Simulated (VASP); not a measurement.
A run of VASP 6.6.1:

The input INCAR:

```
  ALGO = Normal
  EDIFF = 1E-6
  EDIFFG = -0.04
  ENCUT = 600
  GGA = PE
  IBRION = 2
  ISIF = 3
  ISMEAR = 0
  LASPH = T
  LCHARG = F
  LREAL = F
  LWAVE = F
  NELM = 80
  NSW = 90
  PREC = Accurate
  SIGMA = 0.1
```

File KPOINTS:

```
k-points
0
Gamma
  3 3 3
```

Contents of POSCAR:

```
Cd2Te3
1.0
    3.5517806700      2.0506215200      6.3576584500
   -3.5517806700      2.0506215200      6.3576584500
    0.0000000000     -4.1012430500      6.3576584500
Cd Te
4 6
Direct
    0.8547219000      0.8547219000      0.8547219000
    0.6452781000      0.6452781000      0.6452781000
    0.1452781000      0.1452781000      0.1452781000
    0.3547219000      0.3547219000      0.3547219000
    0.0491437300      0.7500000000      0.4508562700
    0.7500000000      0.4508562700      0.0491437300
    0.4508562700      0.0491437300      0.7500000000
    0.9508562700      0.2500000000      0.5491437300
    0.5491437300      0.9508562700      0.2500000000
    0.2500000000      0.5491437300      0.9508562700
```

Potentials or basis: VASP PAW PBE potentials, release 64 (Cd, Te).

Launch:

```bash
$ cat potpaw_PBE.64/Cd/POTCAR potpaw_PBE.64/Te/POTCAR > POTCAR
$ mpirun -np 1 vasp_std > vasp.out
```

Hardware: 1 thread of Intel Xeon 8259CL (shared host).

Task: How long does it take, and how much memory?

Result: It took 45 min on 1 thread of Intel Xeon 8259CL, on a shared host, peak memory 0.6 GiB. Counts: scf iterations 127, k points 6, ion steps 15.
